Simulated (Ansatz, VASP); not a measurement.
# P: VASP beside Ansatz

The input INCAR:

```
PREC = Accurate
ENCUT = 500
EDIFF = 1E-7
ISMEAR = -1
SIGMA = 0.03
LREAL = F
LASPH = T
NELM = 120
ALGO = Normal
ISIF = 3
LWAVE = F
LCHARG = F
GGA = PE
IBRION = 2
NSW = 100
EDIFFG = -0.005
GGA_COMPAT = F
NELMIN = 4
```

File KPOINTS:

```
Automatic mesh
0
Gamma
  15 15 15
```

POSCAR

```
P
1.0
    2.2322827293      0.0000000000      0.0000000000
    0.0000000000      2.2322827293      0.0000000000
    0.0000000000      0.0000000000      2.2322827293
P
1
Direct
    0.0000000000      0.0000000000      0.0000000000
```

Input for Ansatz:

```yaml
crystal:
  lattice:
    - [2.2322827293, 0.0, 0.0]
    - [0.0, 2.2322827293, 0.0]
    - [0.0, 0.0, 2.2322827293]
  atoms:
    - { symbol: P, position: [0.0, 0.0, 0.0] }
kpoints:
  mp_grid: { grid: [15, 15, 15] }
scf:
  occupations: { method: fermi_dirac, width: 0.03 }
hamiltonian:
  xc: pbe
  pseudopotentials: { kind: paw, azcp: { folder: soft_1 } }
output:
  forces: true
  stress: true
relax:
  f_tol: 0.005
  max_steps: 80
  cell: {}
```

Alike in both runs: task relaxation of cell and atoms; functional PBE; k mesh 15 × 15 × 15; occupations fermi-dirac, width 0.03 eV; no spin polarisation.

|  | VASP | Ansatz |
| --- | --- | --- |
| version | VASP 6.6.1 | Ansatz 0.2.0 |
| potentials or method | VASP PAW PBE potentials, release 64 (P) | PAW with Ansatz's earlier generated frozen-core files (soft_1), scalar-relativistic |
| plane-wave cutoff (eV) | 500 | 420 |
| valence electrons in the cell | 5 | 5 |

```tsv
	VASP	Ansatz	Ansatz less VASP
relaxed volume (Å³/atom)	14.60	14.64	+0.038
relaxed cell length with the largest relative difference (Å)	2.444	2.446	+0.0021
```

Noted on VASP's run: the volume moved by over 15 % at a fixed basis, so the end points are rough.
